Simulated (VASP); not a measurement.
Wanted: the native input for a VASP 6.6.1 run.

* Task: single point
* Functional: PBEsol
* Potentials or basis: VASP PAW PBE potentials, release 64 (Cu, O)
* Cutoff: 520 eV
* k mesh: 10 × 10 × 6
* Occupations: fermi-dirac, width 0.05 eV
* Spin: no spin polarisation
* Dipole correction: no
* Further INCAR settings: ALGO = Normal; EDIFF = 1e-06; NBANDS = 25

The structure of CuO lies in POSCAR:

```
CuO
1.0
    3.1795331000      0.0000000000      0.0000000000
   -1.5897665500      2.7535564400      0.0000000000
    0.0000000000      0.0000000000      4.4314907300
Cu O
2 2
Direct
    0.0000000000      0.0000000000      0.0000000000
    0.0000000000      0.0000000000      0.5000000000
    0.3333333333      0.6666666667      0.2500000000
    0.6666666667      0.3333333333      0.7500000000
```

The input as run:

INCAR

```
PREC = Accurate
ENCUT = 520
EDIFF = 1E-6
ISMEAR = -1
SIGMA = 0.05
LREAL = False
LASPH = True
NELM = 80
ALGO = Normal
ISIF = 2
LWAVE = False
LCHARG = True
GGA = PS
LELF = True
LVHAR = True
NBANDS = 25
```

KPOINTS

```
regular mesh
0
Gamma
  10 10 6
```

Potentials or basis: VASP PAW PBE potentials, release 64 (Cu, O).

Command:

```sh
$ cat potpaw_PBE.64/Cu/POTCAR potpaw_PBE.64/O/POTCAR > POTCAR
$ mpirun -np 1 vasp_std > vasp.out
```

Results of the run:

| Quantity | Value |
| --- | --- |
| Pressure | -2.4 GPa |
| Band gap on the k mesh | zero (bands 17 and 18 overlap by 1.14 eV) |

Caveat: the PAW data sets were made with another functional, which shifts forces and pressure a little; semilocal functionals often make such compounds metallic where correlation or magnetic order opens a gap, which also shifts bond lengths.

Wall time 110 s on 1 thread of AMD EPYC 7R43 64-Core Processor (Zen 3), with other jobs on the host, peak memory 0.14 GiB.
